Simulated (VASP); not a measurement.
# NbTe (P-6m2) in VASP: notebook, part 2 of 2

VASP 6.6.1. Earlier steps stand in the parts before.

## (5) Vibrations by perturbation theory, PBEsol

INCAR

```
PREC = Accurate ; ENCUT = 520
EDIFF = 1E-8 ; ISMEAR = -1
SIGMA = 0.05 ; LREAL = False
LASPH = True ; NELM = 60
ALGO = Normal ; ISIF = 2
LWAVE = False ; LCHARG = True
GGA = PS ; IBRION = 8
NSW = 1
```

KPOINTS

```
regular mesh
0
Gamma
  8 8 7
```

POSCAR

```
NbTe
1.0
    3.7029743866      0.0000000000      0.0000000000
   -1.8514871933      3.2068698884      0.0000000000
    0.0000000000      0.0000000000      3.6942110000
Te Nb
1 1
Direct
    0.6666666667      0.3333333333      0.0000000000
    0.0000000000      0.0000000000      0.5000000000
```

Potentials or basis: VASP PAW PBE potentials, release 64 (Te, Nb_sv).

On the command line:

```console
$ cat potpaw_PBE.64/Te/POTCAR potpaw_PBE.64/Nb_sv/POTCAR > POTCAR
$ mpirun -np 1 vasp_std > vasp.out
```

OUTCAR:

```text
PREC = Accurate
   ENCUT = 520
   EDIFF = 1E-8
   ISMEAR = -1
   LREAL = False
   LASPH = True
   NELM = 60
   ISIF = 2
   GGA = PS
   IBRION = 8
   NSW = 1

 ion  position               nearest neighbor table
   1  0.667  0.333  0.000-   2 2.83   2 2.83   2 2.83   2 2.83   2 2.83   2 2.83
   2  0.000  0.000  0.500-   1 2.83   1 2.83   1 2.83   1 2.83   1 2.83   1 2.83

  LATTYP: Found a hexagonal cell.
 ALAT       =     3.7029743866
 C/A-ratio  =     0.9976334196

  Lattice vectors:

 A1 = (   3.7029743866,   0.0000000000,   0.0000000000)
 A2 = (  -1.8514871933,   3.2068698884,   0.0000000000)
 A3 = (   0.0000000000,   0.0000000000,   3.6942110000)

Analysis of symmetry for initial positions (statically):
=====================================================================
 Subroutine PRICEL returns:
 Original cell was already a primitive cell.

 Routine SETGRP: Setting up the symmetry group for a
 hexagonal supercell.

 Subroutine GETGRP returns: Found 12 space group operations
 (whereof 12 operations were pure point group operations)
 out of a pool of 24 trial point group operations.

The static configuration has the point symmetry D_3h.

Analysis of symmetry for dynamics (positions and initial velocities):
=====================================================================
 Subroutine PRICEL returns:
 Original cell was already a primitive cell.

 Routine SETGRP: Setting up the symmetry group for a
 hexagonal supercell.

 Subroutine GETGRP returns: Found 12 space group operations
 (whereof 12 operations were pure point group operations)
 out of a pool of 24 trial point group operations.

The dynamic configuration has the point symmetry D_3h.

 Subroutine INISYM returns: Found 12 space group operations
 (whereof 12 operations are pure point group operations),
 and found     1 'primitive' translations

----------------------------------------------------------------------------------------

                                     Primitive cell

  volume of cell :      43.8686

  direct lattice vectors                    reciprocal lattice vectors
     3.702974387  0.000000000  0.000000000     0.270053178  0.155915275  0.000000000
    -1.851487193  3.206869888  0.000000000     0.000000000  0.311830550  0.000000000
     0.000000000  0.000000000  3.694211000     0.000000000  0.000000000  0.270693796

  length of vectors
     3.702974387  3.702974387  3.694211000     0.311830550  0.311830550  0.270693796

  position of ions in fractional coordinates (direct lattice)
     0.666666667  0.333333333  0.000000000
     0.000000000  0.000000000  0.500000000

  ion indices of the primitive-cell ions
   primitive index   ion index
                 1           1
                 2           2

----------------------------------------------------------------------------------------

 KPOINTS: regular mesh

[... 133 lines left out ...]
      8       7.8770      2.00000
      9       8.5510      2.00000
     10      11.0269      0.13668
     11      11.0269      0.13668
     12      13.3370      0.00000
     13      13.3431      0.00000
[... 354 lines left out ...]
  band No.  band energies     occupation
      1     -44.5943      2.00000
      2     -20.8647      2.00000
      3     -20.7318      2.00000
      4     -20.6477      2.00000
      5      -1.6978      2.00000
      6       4.6484      2.00000
      7       5.8268      2.00000
      8       7.2407      2.00000
      9       9.1791      2.00000
     10      11.3611      0.00018
     11      11.4329      0.00004
     12      12.9745      0.00000
     13      13.6575      0.00000

 [... further k-points ...]
[... 5 lines left out ...]
  --------------------------------------------------------------------------------------
  -------------------------------------------------------------------------------------
  Total       -1.4567941     -1.4567941     -1.4651787     -0.0000000      0.0000000      0.0000000
  in kB      -53.2053158    -53.2053158    -53.5115388     -0.0000000      0.0000000      0.0000000
  external PRESSURE =     -53.3073901 kB  Pullay stress =       0.0000000 kB

 VOLUME and BASIS-vectors are now :
 -----------------------------------------------------------------------------
  energy-cutoff  :      520.00
  volume of cell :       43.87
      direct lattice vectors                 reciprocal lattice vectors
     3.702974387  0.000000000  0.000000000     0.270053178  0.155915275  0.000000000
    -1.851487193  3.206869888  0.000000000     0.000000000  0.311830550  0.000000000
     0.000000000  0.000000000  3.694211000     0.000000000  0.000000000  0.270693796

 POSITION                                       TOTAL-FORCE (eV/Angst)
 -----------------------------------------------------------------------------------
      1.85149      1.06896      0.00000        -0.000000     -0.000000      0.000000
      0.00000      0.00000      1.84711         0.000000      0.000000      0.000000
 -----------------------------------------------------------------------------------
    total drift:                               -0.000000      0.000000      0.000000

  FREE ENERGIE OF THE ION-ELECTRON SYSTEM (eV)
  ---------------------------------------------------
  free  energy   TOTEN  =       -14.8707755844 eV

  energy  without entropy=      -14.8593508575  energy(sigma->0) =      -14.86506322

[... ionic steps 2 to 3 ...]

--------------------------------------- Ionic step        4  -------------------------------------------

------------------------ aborting loop because EDIFF is reached ----------------------------------------
[... 11 lines left out ...]
[... ionic steps 8 to 8 ...]

--------------------------------------- Ionic step        9  -------------------------------------------

 Free energy of the ion-electron system (eV)
  ---------------------------------------------------
  ---------------------------------------------------
  free energy    TOTEN  =        -0.50850130 eV

  energy without entropy =       -0.50850129

------------------------ aborting loop because EDIFF is reached ----------------------------------------

 INTERNAL STRAIN TENSOR  FOR ION    2  DIRECTION 3   (eV/Angst):
 -----------------------------------------------------------------------------
    -0.00736 -0.00000  0.00000
     0.00000 -0.00736 -0.00000
     0.00000  0.00000  0.01258

 INTERNAL STRAIN TENSOR FOR ION    2 for displacements in x,y,z  (eV/Angst):
          X           Y           Z          XY          YZ          ZX
  --------------------------------------------------------------------------------
  x     0.00000     0.00000     0.00000     6.63668     0.00000     0.00000
  y     6.63668    -6.63668     0.00000     0.00000     0.00000     0.00000
  z     0.00000     0.00000     0.00000     0.00000     0.00000     0.00000

 SECOND DERIVATIVES (NOT SYMMETRIZED)
 ------------------------------------
               1X          1Y          1Z          2X          2Y          2Z
  1X    -9.220280    0.000000    0.000000    9.220280    0.000000    0.000000
  1Y     0.000000   -9.220280    0.000000    0.000000    9.220280    0.000000
  1Z    -0.000000    0.000000   -9.177192    0.000000    0.000000    9.177192
  2X     9.238963    0.000000    0.000000   -9.238963    0.000000    0.000000
  2Y     0.000000    9.238963    0.000000    0.000000   -9.238963    0.000000
  2Z     0.000000    0.000000    9.229365    0.000000    0.000000   -9.229365

 Eigenvectors and eigenvalues of the dynamical matrix
 ----------------------------------------------------

   1 f  =    6.477910 THz    40.701906 2PiTHz  216.079803 cm-1    26.790469 meV
             X         Y         Z           dx          dy          dz
      1.851487  1.068957  0.000000     0.000000   -0.648728    0.000000
      0.000000  0.000000  1.847106    -0.000000    0.761020   -0.000000
[... 21 lines left out ...]
   6 f/i=    0.009051 THz     0.056867 2PiTHz    0.301897 cm-1     0.037430 meV
             X         Y         Z           dx          dy          dz
      1.851487  1.068957  0.000000    -0.000000   -0.000000    0.761603
      0.000000  0.000000  1.847106    -0.000000   -0.000000    0.648043

--------------------------------------------------------------------------------------------------------

 ELASTIC MODULI CONTR FROM IONIC RELAXATION (kBar)
 Direction    XX          YY          ZZ          XY          YZ          ZX
 --------------------------------------------------------------------------------
 XX        -150.0689    150.0689      0.0000      0.0000     -0.0000      0.0000
 YY         150.0689   -150.0689      0.0000     -0.0000      0.0000      0.0000
 ZZ           0.0000      0.0000      0.0000      0.0000      0.0000      0.0000
 XY           0.0000     -0.0000      0.0000   -150.0689      0.0000      0.0000
 YZ          -0.0000      0.0000      0.0000      0.0000     -0.0000      0.0000
 ZX           0.0000      0.0000      0.0000      0.0000      0.0000      0.0000
 --------------------------------------------------------------------------------
```

stdout:

```text
POSCAR found type information on POSCAR TeNb
 POSCAR found :  2 types and       2 ions
 scaLAPACK will be used
 -----------------------------------------------------------------------------
|                                                                             |
|                                                                             |
|     You enforced a specific xc type in the INCAR file but a different       |
|     I HOPE YOU KNOW WHAT YOU ARE DOING!                                     |
|                                                                             |
 -----------------------------------------------------------------------------

 LDA part: xc-table for (Slater+PW92), standard interpolation
 POSCAR, INCAR and KPOINTS ok, starting setup
 FFT: planning ... GRIDC
 FFT: planning ... GRID_SOFT
 FFT: planning ... GRID
 WAVECAR not read
 entering main loop
 Linear response reoptimize wavefunctions to high precision
 Linear response DOF=           4
 Linear response progress:
 first order change of Fermi-energy   0.52944E-04
 force on displaced ion       1 direction 1 :  -9.220  -0.001   0.000
 Linear response progress:
 first order change of Fermi-energy  -0.70809E-03
 force on displaced ion       1 direction 3 :   0.000  -0.000  -9.177
 Linear response progress:
 first order change of Fermi-energy  -0.18396E-03
 force on displaced ion       2 direction 1 :  -9.239  -0.000   0.000
 Linear response progress:
 first order change of Fermi-energy   0.17310E-02
 force on displaced ion       2 direction 3 :   0.000  -0.000  -9.229
 Linear response finished
```

Wall time 6 min (1 thread of Intel Xeon Platinum 8488C (Sapphire Rapids), shared host); peak memory 0.36 GiB.

What came out:

- Highest phonon frequency at Γ, LO-TO splitting left out: 216 cm⁻¹

Phonon frequencies in cm⁻¹ (negative: imaginary):
```csv
q point,frequencies
"(0.000, 0.000, 0.000)",0 0 0 216 216 216
```

Caveat: the cell wasn't relaxed at this level first, which shifts response properties; the PAW data sets were made with another functional, which shifts forces and pressure a little; spin-orbit coupling is left out, which moves the levels of the heavy elements.

## (6) Elastic constants, PBEsol

INCAR

```
SYSTEM = NbTe
PREC     = Accurate       ! precision mode
ENCUT    = 600            ! plane-wave cutoff, eV
EDIFF    = 1E-8           ! SCF threshold, eV
ISMEAR   = -1             ! smearing method
SIGMA    = 0.05           ! smearing width, eV
LREAL    = .FALSE.        ! projectors in reciprocal space
LASPH    = .TRUE.         ! aspherical terms in the spheres
NELM     = 80             ! most SCF steps
ALGO     = Normal         ! electronic algorithm
ISIF     = 3              ! what is computed and relaxed
LWAVE    = .FALSE.        ! write WAVECAR
LCHARG   = .FALSE.        ! write CHGCAR
GGA      = PS             ! functional
IBRION   = 6              ! ionic algorithm
NFREE    = 2            
POTIM    = 0.015          ! step
NSW      = 1              ! ionic steps
```

KPOINTS

```
Automatic mesh
0
G
  6 6 5
  0 0 0
```

POSCAR is that of step 5.

Potentials or basis: VASP PAW PBE potentials, release 64 (Te, Nb_sv).

On the command line:

```console
$ cat potpaw_PBE.64/Te/POTCAR potpaw_PBE.64/Nb_sv/POTCAR > POTCAR
$ mpirun -np 1 vasp_std > vasp.out
```

OUTCAR:

```text
SYSTEM = NbTe
   PREC = Accurate
   ENCUT = 600
   EDIFF = 1E-8
   ISMEAR = -1
   LREAL = .FALSE.
   LASPH = .TRUE.
   NELM = 80
   ISIF = 3
   GGA = PS
   IBRION = 6
   NFREE = 2
   POTIM = 0.015
   NSW = 1

 ion  position               nearest neighbor table
   1  0.667  0.333  0.000-   2 2.83   2 2.83   2 2.83   2 2.83   2 2.83   2 2.83
   2  0.000  0.000  0.500-   1 2.83   1 2.83   1 2.83   1 2.83   1 2.83   1 2.83

[... 830 lines left out ...]
      1.851487  1.068957  0.000000     0.000000   -0.000000   -0.649035
      0.000000  0.000000  1.847106    -0.000000    0.000000    0.760758
[... 21 lines left out ...]
   6 f/i=    0.000629 THz     0.003954 2PiTHz    0.020989 cm-1     0.002602 meV
             X         Y         Z           dx          dy          dz
      1.851487  1.068957  0.000000    -0.000000   -0.000000   -0.760758
      0.000000  0.000000  1.847106    -0.000000   -0.000000   -0.649035

--------------------------------------------------------------------------------------------------------

 ELASTIC MODULI CONTR FROM IONIC RELAXATION (kBar)
 Direction    XX          YY          ZZ          XY          YZ          ZX
 --------------------------------------------------------------------------------
 XX        -135.6024    135.6024      0.0000      0.0000      0.0000      0.0000
 YY         135.6024   -135.6024      0.0000     -0.0000      0.0000      0.0000
 ZZ           0.0000      0.0000      0.0000      0.0000      0.0000      0.0000
 XY           0.0000     -0.0000      0.0000   -135.6024      0.0000      0.0000
 YZ           0.0000      0.0000      0.0000      0.0000      0.0000      0.0000
 ZX           0.0000      0.0000      0.0000      0.0000      0.0000      0.0000
 --------------------------------------------------------------------------------

 TOTAL ELASTIC MODULI (kBar)
 Direction    XX          YY          ZZ          XY          YZ          ZX
 --------------------------------------------------------------------------------
 XX        1601.7220    652.0470    919.7832      0.0000      0.0000      0.0000
 YY         652.0470   1601.7220    919.7832     -0.0000      0.0000      0.0000
 ZZ         919.7832    919.7832   2288.7977      0.0000      0.0000      0.0000
 XY           0.0000     -0.0000      0.0000    474.8375      0.0000      0.0000
 YZ          -0.0000      0.0000      0.0000      0.0000    816.4289      0.0000
 ZX           0.0000      0.0000      0.0000      0.0000      0.0000    816.4287
 --------------------------------------------------------------------------------
```

OSZICAR:

```text
N       E                     dE             d eps       ncg     rms          rms(c)
DAV:   1     0.163191052866E+03    0.16319E+03   -0.10576E+04   546   0.150E+03
DAV:   2    -0.183639894510E+01   -0.16503E+03   -0.16155E+03   651   0.455E+02
DAV:   3    -0.149468696090E+02   -0.13110E+02   -0.12883E+02  1064   0.959E+01
[... 263 lines left out ...]
DAV:   4    -0.148595092094E+02    0.16096E-04   -0.12355E-04  1057   0.153E-01    0.286E-02
DAV:   5    -0.148595111998E+02   -0.19904E-05   -0.19582E-05  1123   0.461E-02    0.865E-03
DAV:   6    -0.148595109603E+02    0.23950E-06   -0.33792E-06  1106   0.254E-02    0.500E-03
DAV:   7    -0.148595109414E+02    0.18874E-07   -0.22001E-07   892   0.532E-03    0.108E-03
DAV:   8    -0.148595109377E+02    0.36598E-08   -0.15860E-08   772   0.142E-03
  21 F= -.14859511E+02 E0= -.14852058E+02  d E =-.149052E-01
```

stdout:

```text
POSCAR found type information on POSCAR TeNb
 POSCAR found :  2 types and       2 ions
 scaLAPACK will be used
 -----------------------------------------------------------------------------
|                                                                             |
|                                                                             |
|     You enforced a specific xc type in the INCAR file but a different       |
|     I HOPE YOU KNOW WHAT YOU ARE DOING!                                     |
|                                                                             |
[... 41 lines left out ...]
 Finite differences progress:
 bond charge predicted
 Finite differences progress:
 bond charge predicted
 Finite differences progress:
 bond charge predicted
 Finite differences progress:
 bond charge predicted
 Finite differences progress:
 bond charge predicted
 Finite differences progress:
```

Run time: 6.9 min. Hardware: 1 thread of Intel Xeon Platinum 8488C (Sapphire Rapids), shared host; peak memory 0.25 GiB.

What came out:

```yaml
Voigt_bulk_modulus: 116 GPa
Highest_phonon_frequency_at_Γ_LO-TO_splitting_left_out: 219 cm⁻¹
```

Phonon frequencies in cm⁻¹ (negative: imaginary):
```
              q point        frequencies
(0.000, 0.000, 0.000)  0 0 0 214 214 219
```

Elastic tensor in Voigt notation (GPa, in the Cartesian axes of the cell as first typed):
```
160  65  92   0   0   0
 65 160  92   0   0   0
 92  92 229   0   0   0
  0   0   0  82   0   0
  0   0   0   0  82   0
  0   0   0   0   0  47
```

Clamped-ion elastic tensor (GPa):
```
174  52  92   0   0   0
 52 174  92   0   0   0
 92  92 229   0   0   0
  0   0   0  82   0   0
  0   0   0   0  82   0
  0   0   0   0   0  61
```

Caveat: the cell is under stress, which shifts elastic constants; the PAW data sets were made with another functional, which shifts forces and pressure a little; spin-orbit coupling is left out, which moves the levels of the heavy elements.
